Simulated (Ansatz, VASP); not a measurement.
Se: VASP beside Ansatz

Contents of INCAR:

```
PREC = Accurate ; ENCUT = 600
EDIFF = 1E-7 ; ISMEAR = 0
SIGMA = 0.1 ; LREAL = F
LASPH = T ; NELM = 100
ALGO = Normal ; ISIF = 3
LWAVE = F ; LCHARG = F
GGA = PE ; IBRION = 2
NSW = 100 ; EDIFFG = -0.01
```

The input KPOINTS:

```
regular mesh
0
Gamma
  6 6 8
```

Contents of POSCAR:

```
Se
1.0
    7.7586778654      0.0000000000      0.0000000000
   -3.8793389327      6.7192121313      0.0000000000
    0.0000000000      0.0000000000      4.4845707714
Se
8
Direct
    0.8047485203      0.1952514797      0.5000000000
    0.8047485203      0.6094970405      0.5000000000
    0.3905029595      0.1952514797      0.5000000000
    0.1952514797      0.8047485203      0.5000000000
    0.1952514797      0.3905029595      0.5000000000
    0.6094970405      0.8047485203      0.5000000000
    0.3333333333      0.6666666667      0.0000000000
    0.6666666667      0.3333333333      0.0000000000
```

Input for Ansatz:

```yaml
crystal:
  lattice:
    - [7.7586778654, 0.0, 0.0]
    - [-3.8793389327, 6.7192121313, 0.0]
    - [0.0, 0.0, 4.4845707714]
  atoms:
    - { symbol: Se, position: [0.8047485203, 0.1952514797, 0.5] }
    - { symbol: Se, position: [0.8047485203, 0.6094970405, 0.5] }
    - { symbol: Se, position: [0.3905029595, 0.1952514797, 0.5] }
    - { symbol: Se, position: [0.1952514797, 0.8047485203, 0.5] }
    - { symbol: Se, position: [0.1952514797, 0.3905029595, 0.5] }
    - { symbol: Se, position: [0.6094970405, 0.8047485203, 0.5] }
    - { symbol: Se, position: [0.3333333333, 0.6666666667, 0.0] }
    - { symbol: Se, position: [0.6666666667, 0.3333333333, 0.0] }
basis:
  ecutwfc: 420
kpoints:
  mp_grid: { grid: [6, 6, 8] }
hamiltonian:
  xc: pbe
scf:
  occupations: { method: gaussian, width: 0.1 }
output:
  forces: true
  stress: true
  eigenvalues: true
  write_density: true
  write_potential: true
  elf: true
  volumetric_format: npy
relax:
  adjacent_minimum: "off"
  f_tol: 0.01
  max_steps: 80
  cell: { stress_tol: 0.05 }
```

Alike in both runs: task relaxation of cell and atoms; functional PBE; k mesh 6 × 6 × 8; occupations gaussian, width 0.1 eV; no spin polarisation.

|  | VASP | Ansatz |
| --- | --- | --- |
| version | VASP 6.6.1 | Ansatz 0.2.0 |
| potentials or method | VASP PAW PBE potentials, release 64 (Se), cutoff 600 eV | scalar-relativistic, plane waves, PAW |
| valence electrons in the cell | 48 | 128 |

VASP gave:

```
gap on the k mesh at the Fermi level, each at its own relaxed structure (eV) : none
relaxed volume (Å³/atom)                                                     : 29.10
relaxed length of the cell vector where the two differ most in proportion (Å)              : 4.478
```

Question: Estimate Ansatz's values.

Answer: gap on the k mesh at the Fermi level, each at its own relaxed structure (eV): none; relaxed volume (Å³/atom): 29.07; relaxed length of the cell vector where the two differ most in proportion (Å): 4.474.

A gap of «none» marks a metal or a gap that the smearing closes. VASP's potentials hold 48 valence electrons a cell and Ansatz's 128, so a difference there can come from the potentials and not from the codes.
